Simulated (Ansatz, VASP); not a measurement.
# MoH4: VASP beside Ansatz

Contents of INCAR:

```
SYSTEM = MoH4
PREC = Accurate
ENCUT = 600
EDIFF = 1E-7
ISMEAR = 0
SIGMA = 0.1
LREAL = .FALSE.
LASPH = .TRUE.
NELM = 100
ALGO = Normal
ISIF = 3
LWAVE = .FALSE.
LCHARG = .FALSE.
GGA = PE
IBRION = 2
NSW = 100
EDIFFG = -0.01
```

KPOINTS

```
Automatic mesh
0
G
  18 18 8
  0 0 0
```

The input POSCAR:

```
MoH4
1.0
    2.8509752342      0.0000000000      0.0000000000
   -1.4254876171      2.4690169784      0.0000000000
    0.0000000000      0.0000000000      5.6972292609
H Mo
4 1
Direct
    0.3333333333      0.6666666667      0.2004119151
    0.3333333333      0.6666666667      0.7995880849
    0.6666666667      0.3333333333      0.2004119151
    0.6666666667      0.3333333333      0.7995880849
    0.0000000000      0.0000000000      0.0000000000
```

Input for Ansatz:

```yaml
crystal:
  lattice:
    - [2.8509752342, 0.0, 0.0]
    - [-1.4254876171, 2.4690169784, 0.0]
    - [0.0, 0.0, 5.6972292609]
  atoms:
    - { symbol: H, position: [0.3333333333, 0.6666666667, 0.2004119151] }
    - { symbol: H, position: [0.3333333333, 0.6666666667, 0.7995880849] }
    - { symbol: H, position: [0.6666666667, 0.3333333333, 0.2004119151] }
    - { symbol: H, position: [0.6666666667, 0.3333333333, 0.7995880849] }
    - { symbol: Mo, position: [0.0, 0.0, 0.0] }
basis:
  ecutwfc: 420
kpoints:
  mp_grid: { grid: [18, 18, 8] }
hamiltonian:
  xc: pbe
scf:
  occupations: { method: gaussian, width: 0.1 }
output:
  forces: true
  stress: true
  eigenvalues: true
relax:
  adjacent_minimum: "off"
  f_tol: 0.01
  max_steps: 80
  cell: { stress_tol: 0.05 }
```

Change from the starting cell: ordered vacancies on the cation sites of aluminium diboride (P6/mmm, No. 191).

Alike in both runs: task relaxation of cell and atoms; functional PBE; k mesh 18 × 18 × 8; occupations gaussian, width 0.1 eV; no spin polarisation.

```csv
,VASP,Ansatz
version,VASP 6.6.1,Ansatz 0.2.0
potentials or method,"VASP PAW PBE potentials, release 64 (H, Mo_sv), cutoff 600 eV","scalar-relativistic, plane waves, PAW"
valence electrons in the cell,18,18
```

|  | VASP | Ansatz | Ansatz less VASP |
| --- | --- | --- | --- |
| gap on the k mesh at the Fermi level, each at its own relaxed structure (eV) | none | none | - |
| relaxed volume (Å³/atom) | 8.01 | 7.32 | -0.683 |
| relaxed length of the cell vector where the two differ most in proportion (Å) | 5.666 | 5.183 | -0.4827 |

A gap of «none» marks a metal or a gap that the smearing closes. One of these differences is far larger than is usual between the two programs; its cause wasn't traced.
